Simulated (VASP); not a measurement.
Here is a VASP 6.6.1 calculation.

Contents of INCAR:

```
PREC     = Accurate       # precision mode
ENCUT    = 520            # plane-wave cutoff, eV
EDIFF    = 1E-6           # SCF threshold, eV
ISMEAR   = -1             # smearing method
SIGMA    = 0.05           # smearing width, eV
LREAL    = False          # projectors in reciprocal space
LASPH    = True           # aspherical terms in the spheres
NELM     = 100            # most SCF steps
ALGO     = Normal         # electronic algorithm
ISIF     = 2              # what is computed and relaxed
LWAVE    = False          # write WAVECAR
LCHARG   = False          # write CHGCAR
GGA      = PS             # functional
IVDW     = 13             # dispersion correction
NBANDS   = 13             # bands
```

The input KPOINTS:

```
Automatic mesh
0
Gamma
  11 11 11
```

POSCAR

```
Sn
1.0
   -1.6829374645      1.6829199407      2.2831616163
    1.6829374645     -1.6829199407      2.2831616163
    1.6829374645      1.6829199407     -2.2831616163
Sn
1
Direct
    0.0000000000      0.0000000000      0.0000000000
```

Potentials or basis: VASP PAW PBE potentials, release 64 (Sn_d).

The run is started by

```sh
$ cat potpaw_PBE.64/Sn_d/POTCAR > POTCAR
$ mpirun -np 1 vasp_std > vasp.out
```

Problem. Predict the dispersion energy per atom.

Solution. -0.258 eV.

Problem. Predict the pressure.

Solution. -0.1 GPa.

Problem. Estimate the band gap on the k mesh.

Solution. Zero (band 7 reaches 16.64 eV, above the bottom of band 8 at 6.56 eV).

Caveat: the PAW data sets were made with another functional, which shifts forces and pressure a little; spin-orbit coupling is left out, which moves the levels of the heavy elements; pairwise dispersion overbinds metals, which lowers pressure and volume.
